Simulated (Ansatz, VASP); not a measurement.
Two plane-wave programs on Ga3AsN2

```
Ga As N
1.0
     3.19289    0.00151   -0.00194
    -1.59516    2.76311    0.00127
    -0.01169    0.00248   17.64537
Ga As N
6 2 4
Direct
  0.66667 0.33287 0.38703
  0.66762 0.33398 0.88699
  0.00669 0.00365 0.24997
  0.00446 0.00337 0.74995
  0.33423 0.66722 0.11293
  0.33442 0.66784 0.61293
  0.99886 0.99923 0.50000
  0.99921 0.99952 0.99999
  0.32800 0.66336 0.32275
  0.33107 0.66539 0.82272
  0.66334 0.33101 0.17736
  0.66543 0.33255 0.67738
```

Change from the starting cell: cell x2, atoms moved at random (sigma 0.05 Å) and cell strained at random (1.5 %), then relaxed without symmetry.

Alike in both runs: functional PBE; k mesh 6 × 6 × 2; occupations gaussian, width 0.2 eV; no spin polarisation.

Ansatz relaxed the structure, and its values are those at the end. VASP's run is a single point on that final structure, the one shown.

|  | VASP | Ansatz |
| --- | --- | --- |
| version | VASP 6.6.1 | Ansatz 0.2.0 |
| potentials or method | VASP PAW PBE potentials, release 64 (Ga_d, As, N), cutoff 520 eV | scalar-relativistic, plane waves, PAW |
| valence electrons in the cell | 108 | 128 |

```csv
,VASP,Ansatz,Ansatz less VASP
gap on the k mesh at the Fermi level (eV),none,none,-
pressure (GPa),0.3,0.0,-0.36
rms of the force components (eV/Å),0.008,0.002,-0.0057
```

A gap of «none» marks a metal or a gap that the smearing closes. VASP's potentials hold 108 valence electrons a cell and Ansatz's 128, so a difference there can come from the potentials and not from the codes.

The k mesh is coarse, so the values compare programs but aren't converged.
